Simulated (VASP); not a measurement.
Input of a VASP 6.6.1 run:

INCAR

```
PREC = Accurate
ENCUT = 600
EDIFF = 1E-6
ISMEAR = 0
SIGMA = 0.1
LREAL = F
LASPH = T
NELM = 80
ALGO = Normal
ISIF = 3
LWAVE = F
LCHARG = F
GGA = PS
IBRION = 2
NSW = 70
EDIFFG = -0.005
```

The input KPOINTS:

```
Automatic mesh
0
Gamma
  18 18 10
```

The input POSCAR:

```
Os
1.0
    2.7527908284      0.0000000000      0.0000000000
   -1.3763954142      2.3839867887      0.0000000000
    0.0000000000      0.0000000000      4.3508626677
Os
2
Direct
    0.3333333333      0.6666666667      0.2500000000
    0.6666666667      0.3333333333      0.7500000000
```

Potentials or basis: VASP PAW PBE potentials, release 64 (Os).

Run with:

```bash
$ cat potpaw_PBE.64/Os/POTCAR > POTCAR
$ mpirun -np 1 vasp_std > vasp.out
```

Question: Estimate the band gap on the k mesh.

Answer: Zero (bands 8 and 9 overlap by 3.99 eV).

Question: What does it give for the space group after relaxing (to 0.1 Å)?

Answer: P6_3/mmc (No. 194).

Question: Predict the relaxed cell.

Answer: a = 2.729 Å, b = 2.729 Å, c = 4.315 Å, α = 90.00°, β = 90.00°, γ = 120.00°.

Question: Predict the relaxed volume.

Answer: 13.91 Å³/atom.

The path:
| step | energy change (eV) | largest force (eV/Å) | pressure (GPa) | volume (Å³) |
| --- | --- | --- | --- | --- |
| 1 | 0.0000 | 0.0000 | -10.77 | 28.55 |
| 2 | 0.5578 | 0.0000 | 68.38 | 24.77 |
| 3 | -0.0251 | 0.0000 | -0.64 | 27.86 |
| 4 | -0.0252 | 0.0000 | -0.10 | 27.83 |
| 5 | -0.0252 | 0.0000 | 0.13 | 27.82 |
| 6 | -0.0251 | 0.0000 | -0.52 | 27.85 |
| 7 | -0.0252 | 0.0000 | -0.08 | 27.83 |
| 8 | -0.0252 | 0.0000 | -0.09 | 27.83 |
| 9 | -0.0252 | 0.0000 | 0.21 | 27.81 |
| 10 | -0.0252 | 0.0000 | -0.01 | 27.82 |

Caveat: the PAW data sets were made with another functional, which shifts forces and pressure a little; spin-orbit coupling is left out, which moves the levels of the heavy elements.
